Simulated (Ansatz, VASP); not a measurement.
**One calculation of SiC3, two programs**

File INCAR:

```
PREC = Accurate
ENCUT = 600
EDIFF = 1E-6
ISMEAR = 0
SIGMA = 0.1
LREAL = Auto
LASPH = T
NELM = 100
ALGO = Normal
ISIF = 3
LWAVE = F
LCHARG = F
GGA = PS
IBRION = 2
NSW = 45
EDIFFG = -0.04
ISYM = 0
```

KPOINTS

```
Automatic mesh
0
Gamma
  5 5 3
```

The input POSCAR:

```
SiC3
1.0
   -3.7110047040     -3.4824344073     -0.1042590284
    0.0349657476      3.5517276882      3.6964397802
   -5.1717558375      4.8389265124     -5.0186043520
C Si
18 6
Direct
    0.4890871415      0.9776478208      0.9565277305
    0.9925412751      0.9902907300      0.9539776637
    0.8442301824      0.1535059922      0.7189943769
    0.3580037788      0.1668613718      0.7171894564
    0.2097124306      0.2411617863      0.2080249564
    0.4810820456      0.4781627564      0.9545150915
    0.9799614169      0.4889787545      0.9575411660
    0.8298758683      0.6476692620      0.7169252087
    0.3452868563      0.6359370619      0.7214631381
    0.3294289498      0.1460629126      0.8974638680
    0.8260919254      0.1552269155      0.9006816173
    0.6877657861      0.3280574729      0.6640845250
    0.1868968559      0.3163283855      0.6664053674
    0.4603547839      0.4778768479      0.1288422717
    0.3185346234      0.6474037693      0.8992507600
    0.8259690103      0.6552042864      0.8942153275
    0.6750120823      0.8136431257      0.6659001555
    0.9768918191      0.9921600843      0.1312483383
    0.7081164073      0.3177041845      0.4291893983
    0.6552191909      0.8125266033      0.4443512489
    0.1884101609      0.2613459302      0.4302003499
    0.8681105263      0.5768687254      0.1787805409
    0.1964081754      0.8198504907      0.6018505481
    0.5521216603      0.8920722932      0.1792888831
```

Input for Ansatz:

```yaml
crystal:
  lattice:
    - [-3.711004704, -3.4824344073, -0.1042590284]
    - [0.0349657476, 3.5517276882, 3.6964397802]
    - [-5.1717558375, 4.8389265124, -5.018604352]
  atoms:
    - { symbol: C, position: [0.4890871415, 0.9776478208, 0.9565277305] }
    - { symbol: C, position: [0.9925412751, 0.99029073, 0.9539776637] }
    - { symbol: C, position: [0.8442301824, 0.1535059922, 0.7189943769] }
    - { symbol: C, position: [0.3580037788, 0.1668613718, 0.7171894564] }
    - { symbol: C, position: [0.2097124306, 0.2411617863, 0.2080249564] }
    - { symbol: C, position: [0.4810820456, 0.4781627564, 0.9545150915] }
    - { symbol: C, position: [0.9799614169, 0.4889787545, 0.957541166] }
    - { symbol: C, position: [0.8298758683, 0.647669262, 0.7169252087] }
    - { symbol: C, position: [0.3452868563, 0.6359370619, 0.7214631381] }
    - { symbol: C, position: [0.3294289498, 0.1460629126, 0.897463868] }
    - { symbol: C, position: [0.8260919254, 0.1552269155, 0.9006816173] }
    - { symbol: C, position: [0.6877657861, 0.3280574729, 0.664084525] }
    - { symbol: C, position: [0.1868968559, 0.3163283855, 0.6664053674] }
    - { symbol: C, position: [0.4603547839, 0.4778768479, 0.1288422717] }
    - { symbol: C, position: [0.3185346234, 0.6474037693, 0.89925076] }
    - { symbol: C, position: [0.8259690103, 0.6552042864, 0.8942153275] }
    - { symbol: C, position: [0.6750120823, 0.8136431257, 0.6659001555] }
    - { symbol: C, position: [0.9768918191, 0.9921600843, 0.1312483383] }
    - { symbol: Si, position: [0.7081164073, 0.3177041845, 0.4291893983] }
    - { symbol: Si, position: [0.6552191909, 0.8125266033, 0.4443512489] }
    - { symbol: Si, position: [0.1884101609, 0.2613459302, 0.4302003499] }
    - { symbol: Si, position: [0.8681105263, 0.5768687254, 0.1787805409] }
    - { symbol: Si, position: [0.1964081754, 0.8198504907, 0.6018505481] }
    - { symbol: Si, position: [0.5521216603, 0.8920722932, 0.1792888831] }
  symmetry: { detect: false }
basis:
  ecutwfc: 420
kpoints:
  mp_grid: { grid: [5, 5, 3] }
hamiltonian:
  xc: pbesol
scf:
  occupations: { method: gaussian, width: 0.1 }
  lower_state_search: "off"
output:
  forces: true
  stress: true
  eigenvalues: true
relax:
  adjacent_minimum: "off"
  f_tol: 0.04
  max_steps: 25
  cell: { stress_tol: 0.3 }
```

Alike in both runs: task relaxation of cell and atoms; functional PBEsol; k mesh 5 × 5 × 3; occupations gaussian, width 0.1 eV; no spin polarisation.

|  | VASP | Ansatz |
| --- | --- | --- |
| version | VASP 6.6.1 | Ansatz 0.2.0 |
| potentials or method | VASP PAW PBE potentials, release 64 (C, Si), cutoff 600 eV | scalar-relativistic, plane waves, PAW |
| valence electrons in the cell | 96 | 96 |

```csv
,VASP,Ansatz,Ansatz less VASP
"gap on the k mesh at the Fermi level, each at its own relaxed structure (eV)",none,none,-
relaxed volume (Å³/atom),8.19,8.18,-0.008
relaxed cell length with the largest relative difference (Å),8.655,8.648,-0.0063
```

VASP's potentials were made for PBE, not for PBEsol. A gap of «none» marks a metal or a gap that the smearing closes.
